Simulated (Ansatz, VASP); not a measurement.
**One calculation of Na, two programs**

```
Na
1.0
     0.00000    3.76338    3.76338
     3.76338    0.00000    3.76338
     3.76338    3.76338    0.00000
Na
2
Direct
  0.12500 0.12500 0.12500
  0.87500 0.87500 0.87500
```

Alike in both runs: task single point; functional r2SCAN; k mesh 8 × 8 × 8; occupations fermi-dirac, width 0.1 eV; no spin polarisation.

|  | VASP | Ansatz |
| --- | --- | --- |
| version | VASP 6.6.1 | Ansatz 0.2.0 |
| potentials or method | VASP PAW PBE potentials, release 64 (Na_pv), cutoff 520 eV | plane waves (500 eV) with PAW, scalar-relativistic |
| valence electrons in the cell | 14 | 18 |

```csv
,VASP,Ansatz,Ansatz less VASP
pressure (GPa),0.1,0.1,+0.03
```

VASP's potentials were made for PBE, not for r2SCAN. VASP's potentials hold 14 valence electrons a cell and Ansatz's 18, so a difference there can come from the potentials and not from the codes.
